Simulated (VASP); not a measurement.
# V (Fm-3m) in VASP: notebook, part 2 of 2

VASP 6.6.1. The steps go on from the part before.

### Step 3. Single point, revPBE (volume scaled by 0.92)

File INCAR:

```
PREC = Accurate
ENCUT = 520
EDIFF = 1E-6
ISMEAR = -1
SIGMA = 0.1
LREAL = F
LASPH = T
NELM = 100
ALGO = Normal
ISIF = 2
LWAVE = F
LCHARG = F
GGA = RE
NBANDS = 12
```

File KPOINTS:

```
Automatic mesh
0
Gamma
  16 16 16
```

File POSCAR:

```
V
1.0
    0.0000000000      1.8677264304      1.8677264304
    1.8677264304      0.0000000000      1.8677264304
    1.8677264304      1.8677264304      0.0000000000
V
1
Direct
    0.0000000000      0.0000000000      0.0000000000
```

Potentials or basis: VASP PAW PBE potentials, release 64 (V_sv).

Run with:

```console
cat potpaw_PBE.64/V_sv/POTCAR > POTCAR
mpirun -np 1 vasp_std > vasp.out
```

Run time: 23 s. Hardware: 1 thread of Intel Xeon Platinum 8259CL at 2.50GHz (Skylake/Cascade Lake), shared host; peak memory 0.14 GiB.

The run converged. Its results:

```
Free energy : -8.3509 eV
Pressure    : 16.7 GPa
```

Levels at points of the mesh, in eV from the Fermi level:
```
           k point  band 2  band 3  band 4  band 5  band 6  band 7  band 8  band 9  band 10  band 11
(0.00, 0.00, 0.00)  -37.33  -37.33  -37.33   -7.01    0.15    0.15    0.15    2.07     2.07    17.98
(0.50, 0.00, 0.00)  -38.32  -37.45  -37.45   -3.53    0.02    0.02    0.94    3.33     3.33     9.73
(0.50, 0.50, 0.00)  -38.25  -37.67  -37.67   -3.76   -2.87    3.32    3.66    3.66     3.70    12.49
```

Caveat: the cell differs from its parent crystal (volume scaled by 0.92); the PAW data sets were made with another functional, which shifts forces and pressure a little.

### Step 4. Single point, revPBE (volume scaled by 0.96)

File INCAR:

```
PREC = Accurate
ENCUT = 520
EDIFF = 1E-6
ISMEAR = -1
SIGMA = 0.1
LREAL = False
LASPH = True
NELM = 100
ALGO = Normal
ISIF = 2
LWAVE = False
LCHARG = True
GGA = RE
LELF = True
LVHAR = True
NBANDS = 12
```

KPOINTS is that of step 3.

File POSCAR:

```
V
1.0
    0.0000000000      1.8944118419      1.8944118419
    1.8944118419      0.0000000000      1.8944118419
    1.8944118419      1.8944118419      0.0000000000
V
1
Direct
    0.0000000000      0.0000000000      0.0000000000
```

Run with:

```console
cat potpaw_PBE.64/V_sv/POTCAR > POTCAR
mpirun -np 1 vasp_std > vasp.out
```

Run time: 28 s. Hardware: 1 thread of Intel Xeon Platinum 8259CL at 2.50GHz (Skylake/Cascade Lake), shared host; peak memory 0.14 GiB.

The run converged. Its results:

```yaml
Free_energy: -8.3937 eV
Pressure: 7.6 GPa
```

Levels at points of the mesh, in eV from the Fermi level:
```
           k point  band 2  band 3  band 4  band 5  band 6  band 7  band 8  band 9  band 10  band 11
(0.00, 0.00, 0.00)  -37.43  -37.43  -37.43   -6.90    0.16    0.16    0.16    1.97     1.97    17.73
(0.50, 0.00, 0.00)  -38.30  -37.54  -37.54   -3.39    0.05    0.05    0.82    3.15     3.15     9.22
(0.50, 0.50, 0.00)  -38.24  -37.73  -37.73   -3.55   -2.69    3.14    3.46    3.46     3.48    11.94
```

Caveat: the cell differs from its parent crystal (volume scaled by 0.96); the PAW data sets were made with another functional, which shifts forces and pressure a little.

### Step 5. Single point, revPBE

This run uses another cell than the first one, of 14.16 Å³/atom, 1.136 times its volume.

File INCAR:

```
SYSTEM = V
PREC     = Accurate       ! precision mode
ENCUT    = 520            ! plane-wave cutoff, eV
EDIFF    = 1E-6           ! SCF threshold, eV
ISMEAR   = -1             ! smearing method
SIGMA    = 0.1            ! smearing width, eV
LREAL    = .False.        ! projectors in reciprocal space
LASPH    = .True.         ! aspherical terms in the spheres
NELM     = 60             ! most SCF steps
ALGO     = Normal         ! electronic algorithm
ISIF     = 2              ! what is computed and relaxed
LWAVE    = .False.        ! write WAVECAR
LCHARG   = .True.         ! write CHGCAR
GGA      = RE             ! functional
LELF     = .True.         ! ELF
LVHAR    = .True.       
NBANDS   = 12             ! bands
```

File KPOINTS:

```
Automatic mesh
0
Gamma
  16 16 16
  0 0 0
```

File POSCAR:

```
V
1.0
    0.0000000000      1.9203659142      1.9203659142
    1.9203659142      0.0000000000      1.9203659142
    1.9203659142      1.9203659142      0.0000000000
V
1
Direct
    0.0000000000      0.0000000000      0.0000000000
```

Potentials or basis: VASP PAW PBE potentials, release 64 (V_sv).

Run with:

```console
cat potpaw_PBE.64/V_sv/POTCAR > POTCAR
mpirun -np 1 vasp_std > vasp.out
```

OUTCAR:

```text
SYSTEM = V
   PREC = Accurate
   ENCUT = 520
   EDIFF = 1E-6
   ISMEAR = -1
   LREAL = .False.
   LASPH = .True.
   NELM = 60
   ISIF = 2
   GGA = RE

 ion  position               nearest neighbor table
   1  0.000  0.000  0.000-

  LATTYP: Found a face centered cubic cell.
 ALAT       =     3.8407318284

  Lattice vectors:

 A1 = (   0.0000000000,   1.9203659142,   1.9203659142)
 A2 = (   1.9203659142,   0.0000000000,   1.9203659142)
 A3 = (   1.9203659142,   1.9203659142,   0.0000000000)
[... 528 lines left out ...]
      3     -28.0651      2.00000
      4     -28.0493      2.00000
      5       3.0743      2.00000
      6       9.4452      1.18588
      7       9.7729      0.10426
      8       9.7936      0.08560
      9      11.1985      0.00000
     10      11.3668      0.00000
     11      27.1319      0.00000
     12      29.7921      0.00000

 [... further k-points ...]
[... 5 lines left out ...]
  --------------------------------------------------------------------------------------
  -------------------------------------------------------------------------------------
  Total        0.0195226      0.0195226      0.0195226      0.0000000     -0.0000000      0.0000000
  in kB        2.2083436      2.2083436      2.2083436      0.0000000     -0.0000000      0.0000000
  external PRESSURE =       2.2083436 kB  Pullay stress =       0.0000000 kB

 VOLUME and BASIS-vectors are now :
 -----------------------------------------------------------------------------
  energy-cutoff  :      520.00
  volume of cell :       14.16
      direct lattice vectors                 reciprocal lattice vectors
     0.000000000  1.920365914  1.920365914    -0.260367046  0.260367046  0.260367046
     1.920365914  0.000000000  1.920365914     0.260367046 -0.260367046  0.260367046
     1.920365914  1.920365914  0.000000000     0.260367046  0.260367046 -0.260367046

 POSITION                                       TOTAL-FORCE (eV/Angst)
 -----------------------------------------------------------------------------------
      0.00000      0.00000      0.00000        -0.000000     -0.000000     -0.000000
 -----------------------------------------------------------------------------------
    total drift:                                0.000000      0.000000      0.000000

  FREE ENERGIE OF THE ION-ELECTRON SYSTEM (eV)
  ---------------------------------------------------
  free  energy   TOTEN  =        -8.4074327909 eV

  energy  without entropy=       -8.3481870876  energy(sigma->0) =       -8.37780994
```

OSZICAR:

```text
N       E                     dE             d eps       ncg     rms          rms(c)
DAV:   1     0.916978028965E+02    0.91698E+02   -0.70646E+03  3488   0.118E+03
DAV:   2    -0.847630930551E+01   -0.10017E+03   -0.97381E+02  3540   0.329E+02
DAV:   3    -0.980857019018E+01   -0.13323E+01   -0.13285E+01  3984   0.443E+01
DAV:   4    -0.981551327588E+01   -0.69431E-02   -0.69430E-02  3812   0.342E+00
DAV:   5    -0.981559690854E+01   -0.83633E-04   -0.83633E-04  3968   0.354E-01    0.166E+01
DAV:   6    -0.843099507641E+01    0.13846E+01   -0.32826E+00  3648   0.296E+01    0.138E+00
DAV:   7    -0.841561495281E+01    0.15380E-01   -0.41963E-02  3744   0.210E+00    0.809E-01
DAV:   8    -0.840736031669E+01    0.82546E-02   -0.49069E-03  3724   0.103E+00    0.797E-02
DAV:   9    -0.840742649962E+01   -0.66183E-04   -0.17377E-04  3664   0.195E-01    0.206E-02
DAV:  10    -0.840743310867E+01   -0.66090E-05   -0.13513E-05  3880   0.532E-02    0.111E-02
DAV:  11    -0.840743279092E+01    0.31775E-06   -0.24684E-06  3632   0.251E-02
   1 F= -.84074328E+01 E0= -.83778099E+01  d E =-.592457E-01
```

It took 30 s on 1 thread of Intel Xeon Platinum 8259CL at 2.50GHz (Skylake/Cascade Lake), shared host; peak memory 0.14 GiB.

Results:

* Free energy: -8.4074 eV
* Pressure: 0.2 GPa

Caveat: the PAW data sets were made with another functional, which shifts forces and pressure a little.

### Step 6. Overview

| cell | gap on the mesh (eV) | pressure (GPa) |
| --- | --- | --- |
| a = 2.603 Å, angles 60.0°, 1 atom | none | 27.7 |
| a = 2.641 Å, angles 60.0°, 1 atom | none | 16.7 |
| a = 2.679 Å, angles 60.0°, 1 atom | none | 7.6 |
| a = 2.716 Å, angles 60.0°, 1 atom | none | 0.2 |

Alike in all rows: task single point; level revPBE; potentials or basis VASP PAW PBE potentials, release 64 (V_sv); no spin polarisation; k mesh 16 × 16 × 16; cutoff (eV) 520; smearing fermi-dirac 0.1 eV.

Caveats: the PAW data sets were made with another functional, which shifts forces and pressure a little.

Total energies depend on the potentials used, so only differences within one code and one set of settings carry meaning.
